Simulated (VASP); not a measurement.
# SiC (F-43m) in VASP: further runs

The runs below take SiC through single point, with PBE+D3(BJ).

All numbers are computed with VASP 6.6.1; they aren't measurements. Logs are shortened: lines on timing, memory, paths and dates and some standing lists are left out, and cuts for length are marked.

**Experimental background.**

From “Insight into the structural, elastic and electronic properties of a new orthorhombic 6O-SiC polytype”, 2020, pmc:7200658, for a bulk crystal of SiC: band gap 2.4 eV (indirect).

The runs below are set against these values where they give the same quantity.

**1. The cell of the first run**

The structure is cubic, space group F-43m (No. 216). Conventional cell: a = 4.358 Å, b = 4.358 Å, c = 4.358 Å, α = 90.00°, β = 90.00°, γ = 90.00°. Within 2.5 Å of Si (site symmetry -43m) lie 4 C at 1.89 Å. C (site symmetry -43m) has 4 Si at 1.89 Å within 2.5 Å.

**2. Single point, PBE+D3(BJ)**

INCAR reads:

```
SYSTEM = SiC
PREC = Accurate
ENCUT = 600
EDIFF = 1E-6
ISMEAR = 0
SIGMA = 0.1
LREAL = .FALSE.
LASPH = .TRUE.
NELM = 120
ALGO = Normal
ISIF = 2
LWAVE = .FALSE.
LCHARG = .FALSE.
GGA = PE
IVDW = 12
NBANDS = 11
GGA_COMPAT = .FALSE.
```

KPOINTS reads:

```
regular mesh
0
G
  8 8 8
  0 0 0
```

POSCAR reads:

```
SiC
1.0
    0.0000000000      2.1790000000      2.1790000000
    2.1790000000      0.0000000000      2.1790000000
    2.1790000000      2.1790000000      0.0000000000
Si C
1 1
Direct
    0.0000000000      0.0000000000      0.0000000000
    0.2500000000      0.2500000000      0.2500000000
```

Potentials or basis: VASP PAW PBE potentials, release 64 (Si, C).

On the command line:

```sh
$ cat potpaw_PBE.64/Si/POTCAR potpaw_PBE.64/C/POTCAR > POTCAR
$ mpirun -np 1 vasp_std > vasp.out
```

OUTCAR:

```text
SYSTEM = SiC
   PREC = Accurate
   ENCUT = 600
   EDIFF = 1E-6
   ISMEAR = 0
   LREAL = .FALSE.
   LASPH = .TRUE.
   NELM = 120
   ISIF = 2
   GGA = PE
   IVDW = 12
 IVDW          = 12

 ion  position               nearest neighbor table
   1  0.000  0.000  0.000-   2 1.89   2 1.89   2 1.89   2 1.89
   2  0.250  0.250  0.250-   1 1.89   1 1.89   1 1.89   1 1.89

  LATTYP: Found a face centered cubic cell.
 ALAT       =     4.3580000000

  Lattice vectors:

 A1 = (   0.0000000000,   2.1790000000,   2.1790000000)
 A2 = (   2.1790000000,   0.0000000000,   2.1790000000)
 A3 = (   2.1790000000,   2.1790000000,   0.0000000000)

Analysis of symmetry for initial positions (statically):
=====================================================================
 Subroutine PRICEL returns:
 Original cell was already a primitive cell.

 Routine SETGRP: Setting up the symmetry group for a
 face centered cubic supercell.

 Subroutine GETGRP returns: Found 24 space group operations
 (whereof 24 operations were pure point group operations)
 out of a pool of 48 trial point group operations.

The static configuration has the point symmetry T_d .

Analysis of symmetry for dynamics (positions and initial velocities):
=====================================================================
 Subroutine PRICEL returns:
 Original cell was already a primitive cell.

 Routine SETGRP: Setting up the symmetry group for a
 face centered cubic supercell.

 Subroutine GETGRP returns: Found 24 space group operations
 (whereof 24 operations were pure point group operations)
 out of a pool of 48 trial point group operations.

The dynamic configuration has the point symmetry T_d .

 Subroutine INISYM returns: Found 24 space group operations
 (whereof 24 operations are pure point group operations),
 and found     1 'primitive' translations

----------------------------------------------------------------------------------------

                                     Primitive cell

  volume of cell :      20.6920

  direct lattice vectors                    reciprocal lattice vectors
     0.000000000  2.179000000  2.179000000    -0.229463056  0.229463056  0.229463056
     2.179000000  0.000000000  2.179000000     0.229463056 -0.229463056  0.229463056
     2.179000000  2.179000000  0.000000000     0.229463056  0.229463056 -0.229463056

  length of vectors
     3.081571352  3.081571352  3.081571352     0.397441672  0.397441672  0.397441672

  position of ions in fractional coordinates (direct lattice)
     0.000000000  0.000000000  0.000000000
     0.250000000  0.250000000  0.250000000

  ion indices of the primitive-cell ions
   primitive index   ion index
                 1           1
                 2           2

----------------------------------------------------------------------------------------

 KPOINTS: regular mesh

Automatic generation of k-mesh.
 Grid dimensions read from file:
 generate k-points for:    8    8    8

 Generating k-lattice:

  Cartesian coordinates                     Fractional coordinates (reciprocal lattice)
    -0.028682882  0.028682882  0.028682882     0.125000000  0.000000000  0.000000000
     0.028682882 -0.028682882  0.028682882     0.000000000  0.125000000  0.000000000
     0.028682882  0.028682882 -0.028682882     0.000000000  0.000000000  0.125000000

  Length of vectors
     0.049680209  0.049680209  0.049680209

  Shift w.r.t. Gamma in fractional coordinates (k-lattice)
     0.000000000  0.000000000  0.000000000

 Subroutine IBZKPT returns following result:
 ===========================================

 Found     29 irreducible k-points:

 Following reciprocal coordinates:
            Coordinates               Weight
  0.000000  0.000000  0.000000      1.000000
  0.125000  0.000000  0.000000      8.000000
  0.250000  0.000000  0.000000      8.000000
  0.375000  0.000000  0.000000      8.000000
  0.500000  0.000000  0.000000      4.000000
  0.125000  0.125000  0.000000      6.000000
[... 16 lines left out ...]
  0.500000  0.250000  0.125000     48.000000
 -0.375000  0.250000  0.125000     24.000000
 [... further k-points ...]
   k-points           NKPTS =     29   k-points in BZ     NKDIM =     29   number of bands    NBANDS=     11
   number of dos      NEDOS =    301   number of ions     NIONS =      2
   total plane-waves  NPLWV =  21952
   dimension x,y,z NGX =    28 NGY =   28 NGZ =   28
   dimension x,y,z NGXF=    56 NGYF=   56 NGZF=   56
   ions per type =               1   1
   NGX,Y,Z   is equivalent  to a cutoff of  15.11, 15.11, 15.11 a.u.
   NGXF,Y,Z  is equivalent  to a cutoff of  30.21, 30.21, 30.21 a.u.
 SYSTEM =  SiC
   PREC   = accura    normal or accurate (medium, high low for compatibility)
   ISTART =      0    job   : 0-new  1-cont  2-samecut
   ICHARG =      2    charge: 1-file 2-atom 10-const
   ISPIN  =      1    spin polarized calculation?
   LNONCOLLINEAR =      F non collinear calculations
   LSORBIT =      F    spin-orbit coupling
   LASPH  =      T    aspherical Exc in radial PAW
   ENCUT  =  600.0 eV  44.10 Ry    6.64 a.u.   6.15  6.15  6.15*2*pi/ulx,y,z
   NELM   =    120;   NELMIN=  2; NELMDL= -5     # of ELM steps
   EDIFF  = 0.1E-05   stopping-criterion for ELM
   LREAL  =      F    real-space projection
[... 7 lines left out ...]
   TEBEG  =    0.0;   TEEND  =   0.0 temperature during run
   PSTRESS=    0.0 pullay stress
   NELECT =       8.0000    total number of electrons
   NUPDOWN=      -1.0000    fix difference up-down
   EMIN   =  10.00;   EMAX   =-10.00  energy-range for DOS
   EFERMI =   0.00;   METHOD = LEGACY
   ISMEAR =     0;   SIGMA  =   0.10  broadening in eV -4-tet -1-fermi 0-gaus
   EFERMI_NEDOS =   21; number of points for ismear=-14 and -15
   IALGO  =     38    algorithm
   IMIX   =      4    mixing-type and parameters
     AMIX     =   0.40;   BMIX     =  1.00
     AMIX_MAG =   1.60;   BMIX_MAG =  1.00
  volume/ion in A,a.u.               =      10.35        69.82
  Fermi-wavevector in a.u.,A,eV,Ry     =   1.192626  2.253736 19.352338  1.422357
  Thomas-Fermi vector in A             =   2.328660
   LORBIT       =      0    0 simple, 1 ext, 2 COOP (PROOUT), +10 PAW based schemes
   GGA     = PE    functional components
   LHFCALC =     F    Hartree Fock is set to
   AEXX    =    0.0000 exact exchange contribution
   IVDW    =    12    specifies the selected vdW correction
   LEPSILON=     F    determine dielectric tensor
   LRPA    =     F    only Hartree local field effects (RPA)
 non-spin polarized calculation
 Gauss-broadening in eV      SIGMA  =   0.10
  energy-cutoff  :      600.00
  volume of cell :       20.69
 maximum number of plane-waves:       701
 NGX is ok and might be reduce to    28
   NGX = 13   NGY = 13   NGZ = 13

 number of electron       8.0000000 magnetization

 Free energy of the ion-electron system (eV)
  ---------------------------------------------------
  ext. energy  EPLUGINS =         0.00000000
  ---------------------------------------------------
  free energy    TOTEN  =       -15.05806667 eV

  energy without entropy =      -15.05806667  energy(sigma->0) =      -15.05806667

 E-fermi :   8.6411     XC(G=0): -11.3559

 val. band max:        8.1072456161   @ k =   0.0000   0.0000   0.0000
 cond. band min:       9.4637677077   @ k =   0.5000   0.5000   0.0000
 fundamental gap:      1.3565220916
 Fermi energy:         8.6410868490

 k-point     1 :       0.0000    0.0000    0.0000
  band No.  band energies     occupation
      1      -7.2963      2.00000
      2       8.1072      2.00000
      3       8.1072      2.00000
      4       8.1072      2.00000
      5      14.3405      0.00000
      6      15.4145      0.00000
      7      15.4145      0.00000
      8      15.4145      0.00000
      9      22.6138      0.00000
     10      22.6138      0.00000
     11      24.5875      0.00000

 k-point     2 :       0.1250    0.0000    0.0000
  band No.  band energies     occupation
      1      -6.9916      2.00000
      2       6.6236      2.00000
      3       7.9064      2.00000
      4       7.9064      2.00000
      5      14.5797      0.00000
      6      15.7660      0.00000
      7      15.7660      0.00000
      8      15.9406      0.00000
      9      21.3949      0.00000
     10      21.3949      0.00000
     11      24.1664      0.00000

 k-point     3 :       0.2500    0.0000    0.0000
  band No.  band energies     occupation
      1      -6.1008      2.00000
      2       3.8158      2.00000
      3       7.5016      2.00000
      4       7.5016      2.00000
      5      14.0967      0.00000
      6      16.0157      0.00000
      7      16.0157      0.00000
      8      17.4597      0.00000
      9      21.2253      0.00000
     10      21.2253      0.00000
     11      23.2484      0.00000

 k-point     4 :       0.3750    0.0000    0.0000
  band No.  band energies     occupation
      1      -4.7465      2.00000
      2       1.0780      2.00000
      3       7.1745      2.00000
      4       7.1745      2.00000
      5      13.6833      0.00000
      6      15.5880      0.00000
      7      15.5880      0.00000
      8      18.1285      0.00000
      9      23.2159      0.00000
     10      23.2159      0.00000
     11      23.6422      0.00000
[... 239 lines left out ...]
 k-point    22 :       0.3750    0.2500    0.1250
  band No.  band energies     occupation
      1      -5.3265      2.00000
      2       3.6233      2.00000
      3       5.2503      2.00000
      4       6.8342      2.00000
      5      13.4734      0.00000
      6      15.7354      0.00000
      7      16.5760      0.00000
      8      18.1771      0.00000
      9      20.3484      0.00000
     10      24.1075      0.00000
     11      27.5299      0.00000

 k-point    23 :       0.5000    0.2500    0.1250
  band No.  band energies     occupation
      1      -4.0258      2.00000
      2       1.5954      2.00000
      3       4.5116      2.00000
      4       6.1858      2.00000
      5      13.4126      0.00000
      6      15.7008      0.00000
      7      17.3065      0.00000
      8      18.5582      0.00000
      9      21.4922      0.00000
     10      24.6042      0.00000
     11      27.4408      0.00000

 k-point    24 :      -0.3750    0.2500    0.1250
  band No.  band energies     occupation
      1      -3.0815      2.00000
      2       0.2809      2.00000
      3       4.3998      2.00000
      4       5.8497      2.00000
      5      13.3553      0.00000
      6      15.3831      0.00000
      7      18.2561      0.00000
      8      19.1076      0.00000
      9      21.5306      0.00000
     10      24.3299      0.00000
     11      27.4340      0.00000

 [... further k-points ...]

------------------------ aborting loop because EDIFF is reached ----------------------------------------

 Edisp (eV)   -0.60223

 E8    (eV) :    -0.2263

  FORCE on cell =-STRESS in cart. coord.  units (eV):
  Direction    XX          YY          ZZ          XY          YZ          ZX
  --------------------------------------------------------------------------------------
  -------------------------------------------------------------------------------------
  Total      -0.20468    -0.20468    -0.20468     0.00000     0.00000    -0.00000
  in kB     -15.84841   -15.84841   -15.84841     0.00000     0.00000    -0.00000
  external pressure =      -15.85 kB  Pullay stress =        0.00 kB

 VOLUME and BASIS-vectors are now :
 -----------------------------------------------------------------------------
  energy-cutoff  :      600.00
  volume of cell :       20.69
      direct lattice vectors                 reciprocal lattice vectors
     0.000000000  2.179000000  2.179000000    -0.229463056  0.229463056  0.229463056
     2.179000000  0.000000000  2.179000000     0.229463056 -0.229463056  0.229463056
     2.179000000  2.179000000  0.000000000     0.229463056  0.229463056 -0.229463056

 POSITION                                       TOTAL-FORCE (eV/Angst)
 -----------------------------------------------------------------------------------
      0.00000      0.00000      0.00000         0.000000      0.000000      0.000000
      1.08950      1.08950      1.08950        -0.000000     -0.000000     -0.000000
 -----------------------------------------------------------------------------------
    total drift:                               -0.000000     -0.000000     -0.000000

  FREE ENERGIE OF THE ION-ELECTRON SYSTEM (eV)
  ---------------------------------------------------
  free  energy   TOTEN  =       -15.6602929621 eV

  energy  without entropy=      -15.6602929621  energy(sigma->0) =      -15.66029296
```

It took 8.4 s on 1 thread of Intel Xeon Platinum 8259CL at 2.50GHz (Skylake/Cascade Lake), shared host; peak memory 0.16 GiB.

Results:

* Free energy: -15.6603 eV
* Pressure: -1.6 GPa
* Band gap on the k mesh: 1.36 eV (least direct gap 4.54 eV)
* Dispersion energy per atom: -0.301 eV

Levels at points of the mesh, in eV from the valence-band top:
```csv
k point,band 1,band 2,band 3,band 4,band 5,band 6,band 7,band 8,band 9
"(0.00, 0.00, 0.00)",-15.40,0.00,0.00,0.00,6.23,7.31,7.31,7.31,14.51
"(0.50, 0.00, 0.00)",-11.84,-8.53,-1.05,-1.05,5.43,7.23,7.23,10.05,16.20
"(0.50, 0.50, 0.00)",-10.39,-7.79,-3.19,-3.19,1.36,4.32,14.03,14.03,14.78
```

A k mesh can miss the band edges.

**3. Single point, PBE+D3(BJ) (9.66 Å³/atom)**

This run uses another cell than the first one, of 9.66 Å³/atom.

INCAR reads:

```
SYSTEM = SiC
  ALGO = Normal
  EDIFF = 1E-6
  ENCUT = 600
  GGA = PE
  GGA_COMPAT = .False.
  ISIF = 2
  ISMEAR = 0
  IVDW = 12
  LASPH = .True.
  LCHARG = .False.
  LREAL = .False.
  LWAVE = .False.
  NBANDS = 11
  NELM = 120
  PREC = Accurate
  SIGMA = 0.02
```

KPOINTS reads:

```
k-points
0
Gamma
  10 10 10
  0 0 0
```

POSCAR reads:

```
SiC
1.0
    0.0000000000      2.1300191709      2.1300191709
    2.1300191709      0.0000000000      2.1300191709
    2.1300191709      2.1300191709      0.0000000000
Si C
1 1
Direct
    0.0000000000      0.0000000000      0.0000000000
    0.2500000000      0.2500000000      0.2500000000
```

Potentials or basis: VASP PAW PBE potentials, release 64 (Si, C).

On the command line:

```sh
$ cat potpaw_PBE.64/Si/POTCAR potpaw_PBE.64/C/POTCAR > POTCAR
$ mpirun -np 1 vasp_std > vasp.out
```

Run time: 6 s. Hardware: 1 thread of Intel Xeon Platinum 8259CL at 2.50GHz (Skylake/Cascade Lake), shared host; peak memory 0.15 GiB.

The run converged. Its results:

```yaml
Free_energy: -15.6060 eV
Pressure: 15.2 GPa
Band_gap_on_the_k_mesh: 1.29 eV (least direct gap 4.61 eV)
Dispersion_energy_per_atom: -0.322 eV
```

Levels at points of the mesh, in eV from the valence-band top:
| k point | band 1 | band 2 | band 3 | band 4 | band 5 | band 6 | band 7 | band 8 |
| --- | --- | --- | --- | --- | --- | --- | --- | --- |
| (0.00, 0.00, 0.00) | -15.95 | 0.00 | 0.00 | 0.00 | 7.04 | 7.80 | 7.80 | 7.80 |
| (0.50, 0.00, 0.00) | -12.12 | -8.92 | -1.06 | -1.06 | 6.06 | 7.51 | 7.51 | 10.44 |
| (0.50, 0.50, 0.00) | -10.60 | -8.02 | -3.32 | -3.32 | 1.29 | 4.57 | 14.84 | 14.84 |

Caveat: the cell stands under pressure. PBE gaps usually lie below the measured ones, often by a third to a half.

**4. Single point, PBE+D3(BJ) (9.36 Å³/atom)**

This run uses another cell than the first one, of 9.36 Å³/atom.

INCAR reads:

```
SYSTEM = SiC
PREC = Accurate ; ENCUT = 600
EDIFF = 1E-6 ; ISMEAR = 0
SIGMA = 0.02 ; LREAL = .FALSE.
LASPH = .TRUE. ; NELM = 120
ALGO = Normal ; ISIF = 2
LWAVE = .FALSE. ; LCHARG = .TRUE.
GGA = PE ; IVDW = 12
LELF = .TRUE. ; LVHAR = .TRUE.
NBANDS = 11 ; GGA_COMPAT = .FALSE.
```

KPOINTS reads:

```
regular mesh
0
G
  10 10 10
  0 0 0
```

POSCAR reads:

```
SiC
1.0
    0.0000000000      2.1071139637      2.1071139637
    2.1071139637      0.0000000000      2.1071139637
    2.1071139637      2.1071139637      0.0000000000
Si C
1 1
Direct
    0.0000000000      0.0000000000      0.0000000000
    0.2500000000      0.2500000000      0.2500000000
```

On the command line:

```sh
$ cat potpaw_PBE.64/Si/POTCAR potpaw_PBE.64/C/POTCAR > POTCAR
$ mpirun -np 1 vasp_std > vasp.out
```

Run time: 6.3 s. Hardware: 1 thread of Intel Xeon Platinum 8259CL at 2.50GHz (Skylake/Cascade Lake), shared host; peak memory 0.15 GiB.

Results (log left out):

| Quantity | Value |
| --- | --- |
| Free energy | -15.5289 eV |
| Pressure | 24.7 GPa |
| Band gap on the k mesh | 1.26 eV (least direct gap 4.63 eV) |
| Dispersion energy per atom | -0.333 eV |

Levels at points of the mesh, in eV from the valence-band top:
```tsv
k point	band 1	band 2	band 3	band 4	band 5	band 6	band 7	band 8
(0.00, 0.00, 0.00)	-16.21	0.00	0.00	0.00	7.43	8.05	8.05	8.05
(0.50, 0.00, 0.00)	-12.26	-9.11	-1.07	-1.07	6.37	7.65	7.65	10.62
(0.50, 0.50, 0.00)	-10.70	-8.13	-3.38	-3.38	1.26	4.69	15.24	15.24
```

Caveat: the cell stands under pressure. A k mesh can miss the band edges.

(Part 1 of 2 ends here.)
